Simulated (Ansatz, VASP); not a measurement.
**WC: VASP beside Ansatz**

INCAR

```
SYSTEM = WC
ALGO = Normal ; EDIFF = 1E-6
ENCUT = 520 ; GGA = PE
ISIF = 2 ; ISMEAR = 0
LASPH = .True. ; LCHARG = .False.
LREAL = .False. ; LWAVE = .False.
NBANDS = 16 ; NELM = 100
PREC = Accurate ; SIGMA = 0.15
```

Contents of KPOINTS:

```
k-points
0
Gamma
  24 24 22
  0 0 0
```

Contents of POSCAR:

```
WC
1.0
    2.6880299194      0.0000000000      0.0000000000
   -1.3440149597      2.3279021963      0.0000000000
    0.0000000000      0.0000000000      2.7331928464
W C
1 1
Direct
    0.0000000000      0.0000000000      0.0000000000
    0.6666666667      0.3333333333      0.5000000000
```

Input for Ansatz:

```yaml
crystal:
  lattice:
    - [2.6880299194, 0.0, 0.0]
    - [-1.3440149597, 2.3279021963, 0.0]
    - [0.0, 0.0, 2.7331928464]
  atoms:
    - { symbol: W, position: [0.0, 0.0, 0.0] }
    - { symbol: C, position: [0.6666666667, 0.3333333333, 0.5] }
basis:
  ecutwfc: 420
kpoints:
  mp_grid: { grid: [24, 24, 22] }
hamiltonian:
  xc: pbe
scf:
  occupations: { method: gaussian, width: 0.15 }
output:
  forces: true
  stress: true
  eigenvalues: true
```

Change from the starting cell: strain -0.080 along x and y, -0.040 along z, atoms carried along.

Alike in both runs: task single point; functional PBE; k mesh 24 × 24 × 22; occupations gaussian, width 0.15 eV; no spin polarisation.

|  | VASP | Ansatz |
| --- | --- | --- |
| version | VASP 6.6.1 | Ansatz 0.2.0 |
| potentials or method | VASP PAW PBE potentials, release 64 (W_sv, C), cutoff 520 eV | scalar-relativistic, plane waves, PAW |
| valence electrons in the cell | 18 | 18 |

```tsv
	VASP	Ansatz	Ansatz less VASP
gap on the k mesh at the Fermi level (eV)	none	none	-
pressure (GPa)	124.4	121.4	-2.94
traceless stress, the component that is largest in VASP (GPa)	-18.96	-19.17	-0.205
```

A gap of «none» marks a metal or a gap that the smearing closes. Both programs put the cell under a high pressure, so it lies far from rest at this level.

Spin-orbit coupling is off throughout. Noted on VASP's run: the cell as given lies far from equilibrium.
